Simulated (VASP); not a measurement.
Input of a VASP 6.6.1 run:

Contents of INCAR:

```
SYSTEM = Ti2BN3
ALGO = Normal ; EDIFF = 1E-6
EDIFFG = -0.01 ; ENCUT = 600
GGA = PE ; IBRION = 2
ISIF = 3 ; ISMEAR = 0
LASPH = .TRUE. ; LCHARG = .FALSE.
LREAL = .FALSE. ; LWAVE = .FALSE.
NELM = 80 ; NSW = 100
PREC = Accurate ; SIGMA = 0.1
```

The input KPOINTS:

```
k-points
0
G
  12 12 12
  0 0 0
```

POSCAR

```
Ti2BN3
1.0
    4.9051563800      0.0000000000      0.0000000000
   -2.4525781900      4.2479900300      0.0000000000
    0.0000000000      0.0000000000      2.9630827500
Ti B N
2 1 3
Direct
    0.3333333300      0.6666666700      0.0000000000
    0.6666666700      0.3333333300      0.0000000000
    0.0000000000      0.0000000000      0.0000000000
    0.5000000000      0.0000000000      0.5000000000
    0.5000000000      0.5000000000      0.5000000000
    0.0000000000      0.5000000000      0.5000000000
```

Potentials or basis: VASP PAW PBE potentials, release 64 (Ti_sv, B, N).

Command:

```console
$ cat potpaw_PBE.64/Ti_sv/POTCAR potpaw_PBE.64/B/POTCAR potpaw_PBE.64/N/POTCAR > POTCAR
$ mpirun -np 1 vasp_std > vasp.out
```

Task: What does it give for the relaxed volume?

Result: 10.91 Å³/atom.

Task: What does it give for the space group after relaxing (to 0.05 Å)?

Result: P6/mmm (No. 191).

Task: What does it give for the relaxed cell?

Result: a = 5.271 Å, b = 5.271 Å, c = 2.721 Å, α = 90.00°, β = 90.00°, γ = 120.00°.

Stress tensor (GPa, compression positive):
```
 0.13  0.00  0.00
 0.00  0.13  0.00
 0.00  0.00 -0.13
```
